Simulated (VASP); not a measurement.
## Te2S2O: single point with PBE

Te2S2O:

```
O Te S
1.0
     5.60554    3.45444    0.00000
     5.60554   -3.45444    0.00000
     0.00000    0.00000   -6.11306
O Te S
2 4 4
Cartesian
  5.6055 -1.9552 -4.7071
  5.6055 1.9552 -1.6505
  2.0068 1.0156 -4.2975
  9.2043 -1.0156 -1.2410
  9.2043 1.0156 -4.2975
  2.0068 -1.0156 -1.2410
  2.4093 0.8774 -2.2007
  8.8018 -0.8774 -5.2572
  8.8018 0.8774 -2.2007
  2.4093 -0.8774 -5.2572
```

```json
{
 "Program": "VASP 6.6.1",
 "Task": "single point",
 "Functional": "PBE",
 "Potentials or basis": "VASP PAW PBE potentials, release 64 (O, Te, S)",
 "Cutoff": "520 eV",
 "k mesh": "3 × 3 × 3",
 "Occupations": "fermi-dirac, width 0.1 eV",
 "Spin": "no spin polarisation",
 "Dipole correction": "no",
 "Further INCAR settings": "ALGO = Normal; EDIFF = 1e-06; NBANDS = 41"
}
```

```
Pressure               : 46.5 GPa
Largest force          : 7.134 eV/Å
Band gap on the k mesh : zero (bands 30 and 31 overlap by 0.18 eV)
```

Forces in eV/Å, atoms in the order of the input:
```
O    0.000 -0.220  0.338
O    0.000  0.220  0.338
Te  -6.579  2.297 -1.527
Te   6.579 -2.297 -1.527
Te   6.579  2.297 -1.527
Te  -6.579 -2.297 -1.527
S   -0.901  0.919  1.358
S    0.901 -0.919  1.358
S    0.901  0.919  1.358
S   -0.901 -0.919  1.358
```

Stress tensor (GPa, compression positive):
```
18.56  0.00  0.00
 0.00 57.15  0.00
 0.00  0.00 63.76
```

Levels at points of the mesh, in eV from the Fermi level:
```csv
k point,band 26,band 27,band 28,band 29,band 30,band 31,band 32,band 33,band 34,band 35
"(0.00, 0.00, 0.00)",-2.23,-0.90,-0.77,-0.63,-0.38,0.08,0.46,0.57,0.74,1.66
```

Wall time 5.1 min on 1 thread of Intel Xeon 8259CL (shared host), peak memory 0.34 GiB.

Caveat: the cell stands under pressure; spin-orbit coupling is left out, which moves the levels of the heavy elements; forces of over 1 eV/Å act on the atoms, so gaps and moduli don't describe the material at rest.
